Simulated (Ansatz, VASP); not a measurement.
# Mo in VASP and in Ansatz

File INCAR:

```
SYSTEM = Mo
PREC     = Accurate       ! precision mode
ENCUT    = 520            ! plane-wave cutoff, eV
EDIFF    = 1E-6           ! SCF threshold, eV
ISMEAR   = 0              ! smearing method
SIGMA    = 0.15           ! smearing width, eV
LREAL    = .FALSE.        ! projectors in reciprocal space
LASPH    = .TRUE.         ! aspherical terms in the spheres
NELM     = 100            ! most SCF steps
ALGO     = Fast           ! electronic algorithm
ISIF     = 2              ! what is computed and relaxed
LWAVE    = .FALSE.        ! write WAVECAR
LCHARG   = .FALSE.        ! write CHGCAR
GGA      = PS             ! functional
NBANDS   = 13             ! bands
```

File KPOINTS:

```
Automatic mesh
0
G
  18 18 18
  0 0 0
```

Contents of POSCAR:

```
Mo
1.0
    2.7355103972      0.0000000000      0.0000000000
   -1.3677551986      2.6059236459      0.0000000000
    0.0000000000      0.0000000000      2.5551807000
Mo
1
Direct
    0.0000000000      0.0000000000      0.5000000000
```

Input for Ansatz:

```yaml
crystal:
  lattice:
    - [2.7355103972, 0.0, 0.0]
    - [-1.3677551986, 2.6059236459, 0.0]
    - [0.0, 0.0, 2.5551807]
  atoms:
    - { symbol: Mo, position: [0.0, 0.0, 0.5] }
basis:
  ecutwfc: 420
kpoints:
  mp_grid: { grid: [18, 18, 18] }
hamiltonian:
  xc: pbesol
scf:
  occupations: { method: gaussian, width: 0.15 }
output:
  forces: true
  stress: true
  eigenvalues: true
```

Change from the starting cell: strain +0.1000 x Voigt [0, 1, 0, 0, 0, 0], atoms carried along.

Alike in both runs: task single point; functional PBEsol; k mesh 18 × 18 × 18; occupations gaussian, width 0.15 eV; no spin polarisation.

|  | VASP | Ansatz |
| --- | --- | --- |
| version | VASP 6.6.1 | Ansatz 0.2.0 |
| potentials or method | VASP PAW PBE potentials, release 64 (Mo_sv), cutoff 520 eV | scalar-relativistic, plane waves, PAW |
| valence electrons in the cell | 14 | 14 |

```tsv
	VASP	Ansatz	Ansatz less VASP
gap on the k mesh at the Fermi level (eV)	none	none	-
pressure (GPa)	-19.0	-19.4	-0.37
traceless stress, the component that is largest in VASP (GPa)	-3.13	-3.07	+0.062
```

VASP's potentials were made for PBE, not for PBEsol. A gap of «none» marks a metal or a gap that the smearing closes. The functional is the same, so the differences come from potentials, cutoffs and numerics.
